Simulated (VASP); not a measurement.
Wanted: the native input for a VASP 6.6.1 run.

| Item | Value |
| --- | --- |
| Task | single point |
| Functional | PBEsol |
| Potentials or basis | VASP PAW PBE potentials, release 64 (Au) |
| Cutoff | 520 eV |
| k mesh | 12 × 12 × 1 |
| Occupations | gaussian, width 0.1 eV |
| Spin | no spin polarisation |
| Dipole correction | yes |
| Further INCAR settings | ALGO = Fast; EDIFF = 1e-07; NBANDS = 36 |

The structure of Au lies in POSCAR:

```
Au
1.0
    2.8876514700      0.0000000000      0.0000000000
   -1.4438257350      2.5007795303      0.0000000000
    0.0000000000      0.0000000000     24.4310302087
Au
5
Direct
    0.6666666667      0.3333333333      0.3069866451
    0.3333333333      0.6666666667      0.4034933225
    0.0000000000      0.0000000000      0.5000000000
    0.6666666667      0.3333333333      0.5965066775
    0.3333333333      0.6666666667      0.6930133549
```

These files were run (other wordings do the same):

INCAR

```
SYSTEM = Au
PREC = Accurate ; ENCUT = 520
EDIFF = 1E-7 ; ISMEAR = 0
SIGMA = 0.1 ; LREAL = .False.
LASPH = .True. ; NELM = 60
ALGO = Fast ; ISIF = 2
LWAVE = .False. ; LCHARG = .True.
LDIPOL = .True. ; IDIPOL = 3
DIPOL = 0.5 0.5 0.500 ; GGA = PS
LELF = .True. ; LVHAR = .True.
LVACPOTAV = .True. ; NBANDS = 36
```

KPOINTS

```
regular mesh
0
Gamma
  12 12 1
  0 0 0
```

Potentials or basis: VASP PAW PBE potentials, release 64 (Au).

The run is started by

```console
$ cat potpaw_PBE.64/Au/POTCAR > POTCAR
$ mpirun -np 1 vasp_std > vasp.out
```

It gave:

```json
{"Largest force": "0.165 eV/Å"}
```

Caveat: the PAW data sets were made with another functional, which shifts forces and pressure a little.

Wall time 110 s on 1 thread of Intel(R) Xeon(R) Platinum 8488C (Sapphire Rapids) (shared host), peak memory 0.36 GiB.
